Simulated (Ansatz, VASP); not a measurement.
Two plane-wave programs on Os

File INCAR:

```
PREC = Accurate
ENCUT = 520
EDIFF = 1E-7
ISMEAR = -1
SIGMA = 0.1
LREAL = F
LASPH = T
NELM = 60
ALGO = Normal
ISIF = 2
LWAVE = F
LCHARG = F
NBANDS = 10
```

Contents of KPOINTS:

```
regular mesh
0
Gamma
  14 14 14
```

POSCAR

```
Os
1.0
    2.4830584033      0.0000000000      0.0000000000
    0.0000000000      2.4830584033      0.0000000000
    0.0000000000      0.0000000000      2.4830584033
Os
1
Direct
    0.0000000000      0.0000000000      0.0000000000
```

Input for Ansatz:

```yaml
crystal:
  lattice:
    - [2.4830584033, 0.0, 0.0]
    - [0.0, 2.4830584033, 0.0]
    - [0.0, 0.0, 2.4830584033]
  atoms:
    - { symbol: Os, position: [0.0, 0.0, 0.0] }
hamiltonian:
  xc: lda
  pseudopotentials:
    kind: paw
    azcp:
      Os: "pseudopotentials/Os.paw.azcp"
basis:
  ecutwfc: 420
  fft_grid_basis: typed
kpoints:
  mp_grid: { grid: [14, 14, 14], shift: [0, 0, 0] }
magnetization:
  spin_polarized: false
scf:
  occupations: { method: fermi_dirac, width: 0.1 }
  lower_state_search: "off"
output:
  stress: true
```

Alike in both runs: task single point; functional LDA; k mesh 14 × 14 × 14; occupations fermi-dirac, width 0.1 eV; no spin polarisation.

|  | VASP | Ansatz |
| --- | --- | --- |
| version | VASP 6.6.1 | Ansatz 0.2.0 |
| potentials or method | VASP PAW LDA potentials, release 64 (Os), cutoff 520 eV | plane waves (420 eV) with PAW, scalar-relativistic |
| valence electrons in the cell | 8 | 16 |

|  | VASP | Ansatz | Ansatz less VASP |
| --- | --- | --- | --- |
| pressure (GPa) | 14.6 | 14.4 | -0.20 |

Ansatz warns that its potentials were made for another functional, while VASP's fit it. LDA's correlation is that of Perdew and Zunger in VASP and of Perdew and Wang (1992) in Ansatz. VASP's potentials hold 8 valence electrons a cell and Ansatz's 16, so a difference there can come from the potentials and not from the codes.

Spin-orbit coupling is off throughout.
